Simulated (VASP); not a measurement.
# KBr (Pm-3m) in VASP: single point with RPBE

Aim: the single point of KBr with RPBE.

Program: VASP 6.6.1. These are calculated values, not measurements. Logs are shortened: lines on timing, memory, paths and dates and some standing lists are left out, and cuts for length are marked.

### 1 The cell of the first run

The structure is cubic, space group Pm-3m (No. 221). Conventional cell: a = 4.043 Å, b = 4.043 Å, c = 4.043 Å, α = 90.00°, β = 90.00°, γ = 90.00°. Within 4.6 Å of Br (site symmetry m-3m) lie 8 K at 3.50 Å and 6 Br at 4.04 Å. Within 4.6 Å of K (site symmetry m-3m) lie 8 Br at 3.50 Å and 6 K at 4.04 Å.

### 2 Single point, RPBE

Input file INCAR:

```
PREC = Accurate ; ENCUT = 520
EDIFF = 1E-6 ; ISMEAR = 0
SIGMA = 0.05 ; LREAL = F
LASPH = T ; NELM = 60
ALGO = Normal ; ISIF = 2
LWAVE = F ; LCHARG = F
GGA = RP ; NBANDS = 15
```

Input file KPOINTS:

```
regular mesh
0
Gamma
  7 7 7
```

Input file POSCAR:

```
KBr
1.0
    4.0434990000      0.0000000000      0.0000000000
    0.0000000000      4.0434990000      0.0000000000
    0.0000000000      0.0000000000      4.0434990000
Br K
1 1
Direct
    0.5000000000      0.5000000000      0.5000000000
    0.0000000000      0.0000000000      0.0000000000
```

Potentials or basis: VASP PAW PBE potentials, release 64 (Br, K_sv).

On the command line:

```bash
$ cat potpaw_PBE.64/Br/POTCAR potpaw_PBE.64/K_sv/POTCAR > POTCAR
$ mpirun -np 1 vasp_std > vasp.out
```

OUTCAR:

```text
PREC = Accurate
   ENCUT = 520
   EDIFF = 1E-6
   ISMEAR = 0
   LREAL = F
   LASPH = T
   NELM = 60
   ISIF = 2
   GGA = RP

 ion  position               nearest neighbor table
   1  0.500  0.500  0.500-
   2  0.000  0.000  0.000-

  LATTYP: Found a simple cubic cell.
 ALAT       =     4.0434990000

  Lattice vectors:

 A1 = (   4.0434990000,   0.0000000000,   0.0000000000)
 A2 = (   0.0000000000,   4.0434990000,   0.0000000000)
 A3 = (   0.0000000000,   0.0000000000,   4.0434990000)

Analysis of symmetry for initial positions (statically):
=====================================================================
 Subroutine PRICEL returns:
 Original cell was already a primitive cell.

 Routine SETGRP: Setting up the symmetry group for a
 simple cubic supercell.

 Subroutine GETGRP returns: Found 48 space group operations
 (whereof 48 operations were pure point group operations)
 out of a pool of 48 trial point group operations.

The static configuration has the point symmetry O_h .

Analysis of symmetry for dynamics (positions and initial velocities):
=====================================================================
 Subroutine PRICEL returns:
 Original cell was already a primitive cell.

 Routine SETGRP: Setting up the symmetry group for a
 simple cubic supercell.

 Subroutine GETGRP returns: Found 48 space group operations
 (whereof 48 operations were pure point group operations)
 out of a pool of 48 trial point group operations.

The dynamic configuration has the point symmetry O_h .

 Subroutine INISYM returns: Found 48 space group operations
 (whereof 48 operations are pure point group operations),
 and found     1 'primitive' translations

----------------------------------------------------------------------------------------

                                     Primitive cell

  volume of cell :      66.1107

  direct lattice vectors                    reciprocal lattice vectors
     4.043499000  0.000000000  0.000000000     0.247310559  0.000000000  0.000000000
     0.000000000  4.043499000  0.000000000     0.000000000  0.247310559  0.000000000
     0.000000000  0.000000000  4.043499000     0.000000000  0.000000000  0.247310559

  length of vectors
     4.043499000  4.043499000  4.043499000     0.247310559  0.247310559  0.247310559

  position of ions in fractional coordinates (direct lattice)
     0.500000000  0.500000000  0.500000000
     0.000000000  0.000000000  0.000000000

  ion indices of the primitive-cell ions
[... 80 lines left out ...]
   PSTRESS=    0.0 pullay stress
   NELECT =      16.0000    total number of electrons
   NUPDOWN=      -1.0000    fix difference up-down
   EMIN   =  10.00;   EMAX   =-10.00  energy-range for DOS
   EFERMI =   0.00;   METHOD = LEGACY
   ISMEAR =     0;   SIGMA  =   0.05  broadening in eV -4-tet -1-fermi 0-gaus
   EFERMI_NEDOS =   21; number of points for ismear=-14 and -15
   IALGO  =     38    algorithm
   IMIX   =      4    mixing-type and parameters
     AMIX     =   0.40;   BMIX     =  1.00
     AMIX_MAG =   1.60;   BMIX_MAG =  1.00
  volume/ion in A,a.u.               =      33.06       223.07
  Fermi-wavevector in a.u.,A,eV,Ry     =   1.020213  1.927923 14.161412  1.040834
  Thomas-Fermi vector in A             =   2.153770
   LORBIT       =      0    0 simple, 1 ext, 2 COOP (PROOUT), +10 PAW based schemes
   GGA     = RP    functional components
   LHFCALC =     F    Hartree Fock is set to
   AEXX    =    0.0000 exact exchange contribution
   IVDW    =     0    specifies the selected vdW correction
   LEPSILON=     F    determine dielectric tensor
   LRPA    =     F    only Hartree local field effects (RPA)
 non-spin polarized calculation
 Gauss-broadening in eV      SIGMA  =   0.05
  energy-cutoff  :      520.00
  volume of cell :       66.11
 maximum number of plane-waves:      1806
 NGX is ok and might be reduce to    30
   NGX = 15   NGY = 15   NGZ = 15

 number of electron      15.9999999 magnetization

 Free energy of the ion-electron system (eV)
  ---------------------------------------------------
  ext. energy  EPLUGINS =         0.00000000
  ---------------------------------------------------
  free energy    TOTEN  =        -5.69930367 eV

  energy without entropy =       -5.69930367  energy(sigma->0) =       -5.69930367

 E-fermi :  -0.3860     XC(G=0):  -7.5074

 val. band max:       -0.6526548323   @ k =   0.4286   0.4286   0.0000
 cond. band min:       3.5489058504   @ k =   0.0000   0.0000   0.0000
 fundamental gap:      4.2015606826
 Fermi energy:        -0.3859566906

 k-point     1 :       0.0000    0.0000    0.0000
  band No.  band energies     occupation
      1     -29.4296      2.00000
      2     -13.3552      2.00000
      3     -12.8101      2.00000
      4     -12.8101      2.00000
      5     -12.8101      2.00000
      6      -0.8821      2.00000
      7      -0.8821      2.00000
      8      -0.8821      2.00000
      9       3.5489      0.00000
     10       5.4344      0.00000
     11       5.4344      0.00000
     12       9.0938      0.00000
     13       9.0938      0.00000
     14       9.0938      0.00000
[... 329 lines left out ...]
      2     -13.0275      2.00000
      3     -12.9081      2.00000
      4     -12.9081      2.00000
      5     -12.8951      2.00000
      6      -1.9588      2.00000
      7      -1.9588      2.00000
      8      -1.9367      2.00000
      9       6.7213      0.00000
     10       7.0005      0.00000
     11       7.0005      0.00000
     12       8.6918      0.00000
     13       8.8647      0.00000
     14       8.8647      0.00000
     15      10.5902      0.00000

------------------------ aborting loop because EDIFF is reached ----------------------------------------

  FORCE on cell =-STRESS in cart. coord.  units (eV):
  Direction    XX          YY          ZZ          XY          YZ          ZX
  --------------------------------------------------------------------------------------
  -------------------------------------------------------------------------------------
  Total        0.6261114      0.6261114      0.6261114      0.0000000      0.0000000     -0.0000000
  in kB       15.1736545     15.1736545     15.1736545      0.0000000      0.0000000     -0.0000000
  external PRESSURE =      15.1736545 kB  Pullay stress =       0.0000000 kB

 VOLUME and BASIS-vectors are now :
 -----------------------------------------------------------------------------
  energy-cutoff  :      520.00
  volume of cell :       66.11
      direct lattice vectors                 reciprocal lattice vectors
     4.043499000  0.000000000  0.000000000     0.247310559  0.000000000  0.000000000
     0.000000000  4.043499000  0.000000000     0.000000000  0.247310559  0.000000000
     0.000000000  0.000000000  4.043499000     0.000000000  0.000000000  0.247310559

 POSITION                                       TOTAL-FORCE (eV/Angst)
 -----------------------------------------------------------------------------------
      2.02175      2.02175      2.02175         0.000000      0.000000      0.000000
      0.00000      0.00000      0.00000         0.000000      0.000000      0.000000
 -----------------------------------------------------------------------------------
    total drift:                                0.000000      0.000000     -0.000000

  FREE ENERGIE OF THE ION-ELECTRON SYSTEM (eV)
  ---------------------------------------------------
  free  energy   TOTEN  =        -5.6993036730 eV

  energy  without entropy=       -5.6993036730  energy(sigma->0) =       -5.69930367
```

OSZICAR:

```text
N       E                     dE             d eps       ncg     rms          rms(c)
DAV:   1     0.100415214836E+03    0.10042E+03   -0.69898E+03   600   0.937E+02
DAV:   2     0.402715913979E+00   -0.10001E+03   -0.92352E+02   754   0.231E+02
DAV:   3    -0.563240660517E+01   -0.60351E+01   -0.60031E+01   845   0.498E+01
DAV:   4    -0.588582421541E+01   -0.25342E+00   -0.25339E+00   881   0.892E+00
DAV:   5    -0.588781949634E+01   -0.19953E-02   -0.19953E-02   831   0.914E-01    0.252E+00
DAV:   6    -0.571268689141E+01    0.17513E+00   -0.16742E-01   782   0.227E+00    0.178E+00
DAV:   7    -0.569023536831E+01    0.22452E-01   -0.11923E-01   789   0.218E+00    0.876E-01
DAV:   8    -0.569846620353E+01   -0.82308E-02   -0.19925E-02   719   0.110E+00    0.141E-01
DAV:   9    -0.569888171501E+01   -0.41551E-03   -0.61760E-04   852   0.198E-01    0.945E-02
DAV:  10    -0.569929124583E+01   -0.40953E-03   -0.64274E-04   621   0.191E-01    0.205E-02
DAV:  11    -0.569930119201E+01   -0.99462E-05   -0.22275E-05   823   0.376E-02    0.825E-03
DAV:  12    -0.569930337578E+01   -0.21838E-05   -0.57645E-06   635   0.206E-02    0.448E-03
DAV:  13    -0.569930367303E+01   -0.29725E-06   -0.24053E-07   692   0.365E-03
   1 F= -.56993037E+01 E0= -.56993037E+01  d E =-.434611E-15
```

Wall time 16 s (1 thread of Intel Xeon Platinum 8375C at 2.90GHz (Ice Lake), shared host); peak memory 0.17 GiB.

What came out:

```yaml
Free_energy: -5.6993 eV
Pressure: 1.5 GPa
Band_gap_on_the_k_mesh: 4.20 eV (least direct gap 4.43 eV)
```

Levels at points of the mesh, in eV from the valence-band top:
```csv
k point,band 4,band 5,band 6,band 7,band 8,band 9,band 10,band 11,band 12,band 13
"(0.00, 0.00, 0.00)",-12.16,-12.16,-0.23,-0.23,-0.23,4.20,6.09,6.09,9.75,9.75
```

Caveat: the PAW data sets were made with another functional, which shifts forces and pressure a little; an odd mesh through Γ misses points on the zone boundary, where band edges can lie.
